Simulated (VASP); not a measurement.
**Mg3CdS2: single point with PBE**

Mg3CdS2:

```
Mg Cd S
1.0
     5.78781    0.00000    0.00000
    -2.89391    5.01239    0.00000
     0.00000    0.00000    4.27477
Mg Cd S
3 1 2
Direct
  0.00000 0.50000 0.99502
  0.50000 0.00000 0.99502
  0.50000 0.50000 0.99502
  0.00000 0.00000 0.19263
  0.66667 0.33333 0.49615
  0.33333 0.66667 0.49615
```

| Item | Value |
| --- | --- |
| Program | VASP 6.6.1 |
| Task | single point |
| Functional | PBE |
| Potentials or basis | VASP PAW PBE potentials, release 64 (Mg, Cd, S) |
| Cutoff | 520 eV |
| k mesh | 3 × 3 × 4 |
| Occupations | gaussian, width 0.1 eV |
| Spin | no spin polarisation |

* Pressure: 2.5 GPa
* Largest force: 0.515 eV/Å
* Band gap on the k mesh: zero (band 15 reaches 4.70 eV, above the bottom of band 16 at 2.84 eV)

Forces in eV/Å, atoms in the order of the input:
```
Mg   0.000  0.000 -0.125
Mg   0.000  0.000 -0.125
Mg   0.000  0.000 -0.125
Cd   0.000  0.000 -0.515
S    0.000  0.000  0.445
S    0.000  0.000  0.445
```

Stress tensor (GPa, compression positive):
```
  8.83   0.00   0.00
  0.00   8.83   0.00
  0.00   0.00 -10.06
```

Levels at points of the mesh, in eV from the Fermi level:
```tsv
k point	band 13	band 14	band 15	band 16	band 17	band 18
(0.00, 0.00, 0.00)	-3.10	-3.10	-0.34	0.86	1.46	1.46
(0.00, 0.00, 0.50)	-2.28	-2.20	-0.04	-0.04	0.26	0.80
```

Run time: 38 s on 1 thread of Intel(R) Xeon(R) Platinum 8488C (Sapphire Rapids), with other jobs on the host, peak memory 0.26 GiB.

Caveat: the k points lie up to 0.42 Å⁻¹ apart.
